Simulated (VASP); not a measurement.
Input of a VASP 6.6.1 run:

Contents of INCAR:

```
SYSTEM = CdS
PREC = Accurate ; ENCUT = 520
EDIFF = 1E-6 ; ISMEAR = -1
SIGMA = 0.05 ; LREAL = .FALSE.
LASPH = .TRUE. ; NELM = 150
ALGO = Normal ; ISIF = 2
LWAVE = .FALSE. ; LCHARG = .FALSE.
MAGMOM = 0 0 0 0 0 0 0 0 0 0 0 0 ; LORBIT = 11
LSORBIT = .TRUE. ; GGA_COMPAT = .FALSE.
LORBMOM = .TRUE. ; GGA = CA
NBANDS = 50
```

Contents of KPOINTS:

```
Automatic mesh
0
G
  7 7 4
  0 0 0
```

POSCAR

```
CdS
1.0
    4.1500000000      0.0000000000      0.0000000000
   -2.0750000000      3.5940054257      0.0000000000
    0.0000000000      0.0000000000      6.7370000000
Cd S
2 2
Direct
    0.6666666667      0.3333333333      0.5000000000
    0.3333333333      0.6666666667      0.0000000000
    0.6666666667      0.3333333333      0.8750000000
    0.3333333333      0.6666666667      0.3750000000
```

Potentials or basis: VASP PAW LDA potentials, release 64 (Cd, S).

Launch:

```sh
$ cat potpaw_LDA.64/Cd/POTCAR potpaw_LDA.64/S/POTCAR > POTCAR
$ mpirun -np 1 vasp_ncl > vasp.out
```

Q: What does it give for the pressure?

A: -2.7 GPa.

Q: Predict the largest force.

A: 0.063 eV/Å.

Moments on the atoms (μB; x, y, z):
```
Cd  0.00 0.00 0.00
Cd  0.00 0.00 0.00
S   0.00 0.00 0.00
S   0.00 0.00 0.00
```
